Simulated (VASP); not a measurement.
# GaCo (Pm-3m) in VASP: further runs, part 2 of 2

VASP 6.6.1.

### 3 Single point, LDA, collinear spin, ferromagnetic start (volume scaled by 0.86)

File INCAR:

```
  PREC = Accurate
  ENCUT = 520
  EDIFF = 1E-6
  ISMEAR = -1
  SIGMA = 0.08
  LREAL = F
  LASPH = T
  NELM = 150
  ALGO = Normal
  ISIF = 2
  LWAVE = F
  LCHARG = F
  ISPIN = 2
  MAGMOM = 0 2
  LORBIT = 11
  LMAXMIX = 4
  GGA = CA
  NBANDS = 22
```

File KPOINTS:

```
regular mesh
0
Gamma
  11 11 11
```

File POSCAR:

```
GaCo
1.0
    2.7368874619      0.0000000000      0.0000000000
    0.0000000000      2.7368874619      0.0000000000
    0.0000000000      0.0000000000      2.7368874619
Ga Co
1 1
Direct
    0.5000000000      0.5000000000      0.5000000000
    0.0000000000      0.0000000000      0.0000000000
```

Potentials or basis: VASP PAW LDA potentials, release 64 (Ga_d, Co).

Started as:

```sh
$ cat potpaw_LDA.64/Ga_d/POTCAR potpaw_LDA.64/Co/POTCAR > POTCAR
$ mpirun -np 1 vasp_std > vasp.out
```

OUTCAR:

```text
PREC = Accurate
   ENCUT = 520
   EDIFF = 1E-6
   ISMEAR = -1
   LREAL = F
   LASPH = T
   NELM = 150
   ISIF = 2
   ISPIN = 2
   LORBIT = 11
   GGA = CA

 ion  position               nearest neighbor table
   1  0.500  0.500  0.500-   2 2.37   2 2.37   2 2.37   2 2.37   2 2.37   2 2.37   2 2.37   2 2.37

   2  0.000  0.000  0.000-   1 2.37   1 2.37   1 2.37   1 2.37   1 2.37   1 2.37   1 2.37   1 2.37

  LATTYP: Found a simple cubic cell.
 ALAT       =     2.7368874619

  Lattice vectors:

 A1 = (   2.7368874619,   0.0000000000,   0.0000000000)
 A2 = (   0.0000000000,   2.7368874619,   0.0000000000)
 A3 = (   0.0000000000,   0.0000000000,   2.7368874619)

Analysis of symmetry for initial positions (statically):
=====================================================================
 Subroutine PRICEL returns:
 Original cell was already a primitive cell.

 Routine SETGRP: Setting up the symmetry group for a
 simple cubic supercell.

 Subroutine GETGRP returns: Found 48 space group operations
 (whereof 48 operations were pure point group operations)
 out of a pool of 48 trial point group operations.

The static configuration has the point symmetry O_h .

Analysis of symmetry for dynamics (positions and initial velocities):
=====================================================================
 Subroutine PRICEL returns:
 Original cell was already a primitive cell.

 Routine SETGRP: Setting up the symmetry group for a
 simple cubic supercell.

 Subroutine GETGRP returns: Found 48 space group operations
 (whereof 48 operations were pure point group operations)
 out of a pool of 48 trial point group operations.

The dynamic configuration has the point symmetry O_h .

Analysis of structural, dynamic, and magnetic symmetry:
=====================================================================
 Subroutine PRICEL returns:
 Original cell was already a primitive cell.

 Routine SETGRP: Setting up the symmetry group for a
 simple cubic supercell.

[... 141 lines left out ...]
 number of electron      22.0000032 magnetization      -0.0002510

 number of electron      22.0000032 magnetization       0.0011302

 Free energy of the ion-electron system (eV)
  ---------------------------------------------------
  ext. energy  EPLUGINS =         0.00000000
  ---------------------------------------------------
  free energy    TOTEN  =       -12.43442638 eV

  energy without entropy =      -12.41228920  energy(sigma->0) =      -12.42335779

 E-fermi :  11.7271     XC(G=0): -14.4503

 val. band max:       11.6783453733   @ k =   0.4545   0.3636   0.2727
 cond. band min:      11.7710850464   @ k =   0.4545   0.3636   0.0909
 fundamental gap:      0.0927396731
 Fermi energy:        11.7271437120

 spin component 1

 k-point     1 :       0.0000    0.0000    0.0000
  band No.  band energies     occupation
      1      -3.8783      1.00000
      2      -3.8783      1.00000
      3      -3.3574      1.00000
      4      -3.3574      1.00000
      5      -3.3574      1.00000
      6      -1.6532      1.00000
[... 589 lines left out ...]
     21      34.4644      0.00000
     22      37.1183      0.00000

 [... further k-points ...]

 spin component 2

 k-point     1 :       0.0000    0.0000    0.0000
  band No.  band energies     occupation
      1      -3.8783      1.00000
      2      -3.8783      1.00000
      3      -3.3574      1.00000
      4      -3.3574      1.00000
      5      -3.3574      1.00000
      6      -1.6533      1.00000
[... 589 lines left out ...]
     21      34.4645      0.00000
     22      37.1183      0.00000

 [... further k-points ...]
[... 5 lines left out ...]
  --------------------------------------------------------------------------------------
  -------------------------------------------------------------------------------------
  Total        2.7741139      2.7741139      2.7741139      0.0000000      0.0000000      0.0000000
  in kB      216.8023812    216.8023812    216.8023812      0.0000000      0.0000000      0.0000000
  external PRESSURE =     216.8023812 kB  Pullay stress =       0.0000000 kB

 VOLUME and BASIS-vectors are now :
 -----------------------------------------------------------------------------
  energy-cutoff  :      520.00
  volume of cell :       20.50
      direct lattice vectors                 reciprocal lattice vectors
     2.736887462  0.000000000  0.000000000     0.365378560  0.000000000  0.000000000
     0.000000000  2.736887462  0.000000000     0.000000000  0.365378560  0.000000000
     0.000000000  0.000000000  2.736887462     0.000000000  0.000000000  0.365378560

 POSITION                                       TOTAL-FORCE (eV/Angst)
 -----------------------------------------------------------------------------------
      1.36844      1.36844      1.36844         0.000000      0.000000      0.000000
      0.00000      0.00000      0.00000         0.000000      0.000000      0.000000
 -----------------------------------------------------------------------------------
    total drift:                               -0.000000      0.000000     -0.000000

  FREE ENERGIE OF THE ION-ELECTRON SYSTEM (eV)
  ---------------------------------------------------
  free  energy   TOTEN  =       -12.4344263772 eV

  energy  without entropy=      -12.4122892000  energy(sigma->0) =      -12.42335779

 total charge

# of ion       s       p       d       tot
------------------------------------------
    1        0.885   1.060  10.119  12.064
    2        0.445   0.583   7.662   8.690
--------------------------------------------------
tot          1.330   1.642  17.782  20.754

 magnetization (x)

# of ion       s       p       d       tot
------------------------------------------
    1       -0.000  -0.000  -0.000  -0.000
    2        0.000  -0.000   0.001   0.001
--------------------------------------------------
tot         -0.000  -0.000   0.001   0.001
```

stdout:

```text
POSCAR found type information on POSCAR GaCo
 POSCAR found :  2 types and       2 ions
 scaLAPACK will be used
 LDA part: xc-table for (Slater(with rela. corr.)+CA(PZ))
 , standard interpolation
 POSCAR, INCAR and KPOINTS ok, starting setup
 FFT: planning ... GRIDC
 FFT: planning ... GRID_SOFT
 FFT: planning ... GRID
 WAVECAR not read
 entering main loop
```

It took 27 s on 1 thread of Intel Xeon Platinum 8488C (Sapphire Rapids), shared host; peak memory 0.15 GiB.

Results:

| Quantity | Value |
| --- | --- |
| Free energy | -12.4344 eV |
| Pressure | 21.7 GPa |
| Band gap on the k mesh | zero (filled and empty bands overlap) |
| Net moment | 0.00 μB per cell |
| Valence electrons inside the program's atomic spheres | Ga 12.06; Co 8.69 |

Caveat: the starting moments collapsed, and a magnetic state may lie lower.
